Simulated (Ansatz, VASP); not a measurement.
# One calculation of MoSe, two programs

File INCAR:

```
SYSTEM = MoSe
PREC     = Accurate       ! precision mode
ENCUT    = 500            ! plane-wave cutoff, eV
EDIFF    = 1E-6           ! SCF threshold, eV
ISMEAR   = -1             ! smearing method
SIGMA    = 0.05           ! smearing width, eV
LREAL    = .FALSE.        ! projectors in reciprocal space
LASPH    = .TRUE.         ! aspherical terms in the spheres
NELM     = 120            ! most SCF steps
ALGO     = Normal         ! electronic algorithm
ISIF     = 2              ! what is computed and relaxed
LWAVE    = .FALSE.        ! write WAVECAR
LCHARG   = .FALSE.        ! write CHGCAR
GGA      = PE             ! functional
NBANDS   = 17             ! bands
GGA_COMPAT= .FALSE.
```

KPOINTS

```
Automatic mesh
0
G
  9 9 6
  0 0 0
```

POSCAR

```
MoSe
1.0
    3.4706685900      0.0000000000      0.0000000000
   -1.7353343000      3.0056871700      0.0000000000
    0.0000000000      0.0000000000      4.3727953400
Mo Se
1 1
Direct
    0.6666666700      0.3333333300      0.0254445500
    0.3333333300      0.6666666700      0.1184304700
```

File input.yaml:

```yaml
crystal:
  lattice:
    - [3.47066859, 0.0, 0.0]
    - [-1.7353343, 3.00568717, 0.0]
    - [0.0, 0.0, 4.37279534]
  atoms:
    - { symbol: Mo, position: [0.66666667, 0.33333333, 0.02544455] }
    - { symbol: Se, position: [0.33333333, 0.66666667, 0.11843047] }
kpoints:
  mp_grid: { grid: [9, 9, 6] }
scf:
  occupations: { method: fermi_dirac, width: 0.05 }
hamiltonian:
  xc: pbe
  pseudopotentials: { kind: all_electron, datasets: crystal }
output:
  forces: true
  stress: true
  eigenvalues: true
  dos: { projected: false, de: 0.2, e_range: [-20, 8] }
```

Alike in both runs: functional PBE; k mesh 9 × 9 × 6; occupations fermi-dirac, width 0.05 eV; no spin polarisation.

|  | VASP | Ansatz |
| --- | --- | --- |
| version | VASP 6.6.1 | Ansatz 0.2.0 |
| potentials or method | VASP PAW PBE potentials, release 64 (Mo_sv, Se), cutoff 500 eV | all-electron PAW datasets made for the crystal |
| task | single point | density of states |

```csv
,VASP,Ansatz,Ansatz less VASP
gap on the k mesh at the Fermi level (eV),none,none,-
rms of the force components (eV/Å),3.582,3.556,-0.0254
```

Atom by atom the forces differ by 0.025 eV/Å (rms over components). A gap of «none» marks a metal or a gap that the smearing closes. Ansatz ran all-electron here, and VASP with PAW potentials.

Noted on Ansatz's run: the program warned that the printed levels may be off, so bands, gaps and densities of states are rough.
